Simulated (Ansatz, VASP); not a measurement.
**One calculation of H6C2SO2, two programs**

```
CELL_PARAMETERS angstrom
7.92641 0.00000 0.00000
0.00000 7.92641 0.00000
0.00000 0.00000 7.92641
ATOMIC_POSITIONS crystal
C 0.61979 0.17385 0.97809
C 0.64346 0.11989 0.79448
C 0.58355 0.68498 0.45936
C 0.63992 0.73988 0.28367
C 0.05290 0.43728 0.52113
C 0.11264 0.47150 0.34117
H 0.71219 0.11112 0.06012
H 0.63797 0.31062 0.99367
H 0.49302 0.14306 0.02450
H 0.54703 0.17528 0.71151
H 0.76766 0.15905 0.74710
H 0.63409 0.98220 0.78138
H 0.48418 0.76789 0.50866
H 0.53384 0.55542 0.45812
H 0.68891 0.68754 0.54972
H 0.73898 0.65741 0.23295
H 0.53393 0.73841 0.19408
H 0.68994 0.86909 0.28441
H 0.04026 0.55431 0.59452
H 0.92882 0.37495 0.52322
H 0.14041 0.35353 0.58839
H 0.12749 0.35407 0.26939
H 0.02271 0.55105 0.27207
H 0.23508 0.53672 0.34012
S 0.06314 0.92034 0.64981
S 0.35014 0.53108 0.83452
S 0.15215 0.89557 0.11765
O 0.13663 0.07380 0.71765
O 0.11119 0.86973 0.47945
O 0.33419 0.71433 0.81765
O 0.23293 0.44805 0.94805
O 0.98861 0.85045 0.04629
O 0.18945 0.07442 0.13526
```

Alike in both runs: functional PBE; dispersion D3(BJ); k mesh 1 × 1 × 1; occupations fermi-dirac, width 0.02 eV; no spin polarisation.

Ansatz relaxed the structure, and its values are those at the end. VASP's run is a single point on that final structure, the one shown.

|  | VASP | Ansatz |
| --- | --- | --- |
| version | VASP 6.6.1 | Ansatz 0.2.0 |
| potentials or method | VASP PAW PBE potentials, release 64 (C, H, S, O), cutoff 520 eV | scalar-relativistic, plane waves, PAW |
| valence electrons in the cell | 96 | 96 |

|  | VASP | Ansatz | Ansatz less VASP |
| --- | --- | --- | --- |
| gap on the k mesh at the Fermi level (eV) | 2.72 | 2.74 | +0.019 |
| rms of the force components (eV/Å) | 0.126 | 0.060 | -0.0661 |

Ansatz's warnings: xc potential rough in thin density.
